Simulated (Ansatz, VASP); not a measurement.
# One calculation of AlAs, two programs

INCAR

```
SYSTEM = AlAs
ALGO = Normal
EDIFF = 1E-6
ENCUT = 500
GGA_COMPAT = .FALSE.
ISIF = 2
ISMEAR = 0
LASPH = .TRUE.
LCHARG = .TRUE.
LELF = .TRUE.
LREAL = .FALSE.
LVHAR = .TRUE.
LWAVE = .FALSE.
NBANDS = 11
NELM = 120
PREC = Accurate
SIGMA = 0.02
```

File KPOINTS:

```
k-points
0
G
  8 8 8
  0 0 0
```

File POSCAR:

```
AlAs
1.0
    0.0000000000      2.8143769281      2.8143769281
    2.8143769281      0.0000000000      2.8143769281
    2.8143769281      2.8143769281      0.0000000000
Al As
1 1
Direct
    0.0000000000      0.0000000000      0.0000000000
    0.2500000000      0.2500000000      0.2500000000
```

Input for Ansatz:

```yaml
crystal:
  lattice:
    - [0.0, 2.8143769281, 2.8143769281]
    - [2.8143769281, 0.0, 2.8143769281]
    - [2.8143769281, 2.8143769281, 0.0]
  atoms:
    - { symbol: Al, position: [0.0, 0.0, 0.0] }
    - { symbol: As, position: [0.25, 0.25, 0.25] }
basis:
  ecutwfc: 420
kpoints:
  mp_grid: { grid: [8, 8, 8] }
  band_path:
    path:
      - [[0.0, 0.0, 0.0], [-0.5, -0.5, 0.0], [-0.375, -0.375, 0.25]]
      - [[-0.375, 0.0, 0.375], [0.0, 0.0, 0.0], [0.0, 0.0, 0.5], [-0.5, -0.25, 0.25], [-0.5, -0.5, 0.0]]
    npoints: 10
hamiltonian:
  xc: lda
  pseudopotentials: { kind: paw, azcp: { folder: soft_1 } }
scf:
  occupations: { method: gaussian, width: 0.02 }
  n_extra_bands: 7
output:
  forces: true
  stress: true
  eigenvalues: true
```

Alike in both runs: task single point; functional LDA; k mesh 8 × 8 × 8; occupations gaussian, width 0.02 eV; no spin polarisation.

|  | VASP | Ansatz |
| --- | --- | --- |
| version | VASP 6.6.1 | Ansatz 0.2.0 |
| potentials or method | VASP PAW LDA potentials, release 64 (Al, As), cutoff 500 eV | scalar-relativistic, plane waves, PAW |
| valence electrons in the cell | 8 | 18 |

|  | VASP | Ansatz | Ansatz less VASP |
| --- | --- | --- | --- |
| gap on the k mesh at the Fermi level (eV) | 1.31 | 1.32 | +0.014 |
| least direct gap on the mesh (eV) | 2.02 | 1.98 | -0.034 |
| pressure (GPa) | 0.4 | 0.0 | -0.36 |

Ansatz warns that its potentials were made for another functional, while VASP's fit it. LDA's correlation is that of Perdew and Zunger in VASP and of Perdew and Wang (1992) in Ansatz. VASP's potentials hold 8 valence electrons a cell and Ansatz's 18, so a difference there can come from the potentials and not from the codes.
